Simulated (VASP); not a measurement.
Cu:

```
Cu
1.0
     2.53076    0.00000    0.00000
    -1.26538    2.19171    0.00000
     0.00000    0.00000    8.26182
Cu
4
Cartesian
  0.0000 0.0000 0.0000
  0.0000 1.4611 2.0655
  0.0000 0.0000 4.1309
  1.2654 0.7306 6.1964
```

Base run:

| Item | Value |
| --- | --- |
| Program | VASP 6.6.1 |
| Functional | r2SCAN |
| Potentials or basis | VASP PAW PBE potentials, release 64 (Cu) |
| Cutoff | 520 eV |
| k mesh | 12 × 12 × 4 |
| Occupations | methfessel-paxton, width 0.15 eV |
| Spin | no spin polarisation |

Its results: band gap on the k mesh zero (band 22 reaches 11.31 eV, above the bottom of band 23 at 5.85 eV); pressure 0.6 GPa.

Question: After a change of settings the same cell gave: band gap on the k mesh zero (band 22 reaches 9.83 eV, above the bottom of band 23 at 5.82 eV); pressure -0.3 GPa. Which change was it?
A. k mesh from 12 × 12 × 4 to 10 × 10 × 3; further incar settings from ALGO = Normal; EDIFF = 1e-07; NBANDS = 30 to ALGO = Normal; EDIFF = 1e-06; NBANDS = 30
B. k mesh from 12 × 12 × 4 to 6 × 6 × 2; further incar settings from ALGO = Normal; EDIFF = 1e-07; NBANDS = 30 to ALGO = Normal; EDIFF = 1e-06; NBANDS = 30
C. k mesh from 12 × 12 × 4 to 8 × 8 × 3; further incar settings from ALGO = Normal; EDIFF = 1e-07; NBANDS = 30 to ALGO = Normal; EDIFF = 1e-06; NBANDS = 30
D. k mesh from 12 × 12 × 4 to 5 × 5 × 2

Answer: D.

Caveats: some runs use coarse meshes; the PAW data sets were made with another functional, which shifts forces and pressure a little.
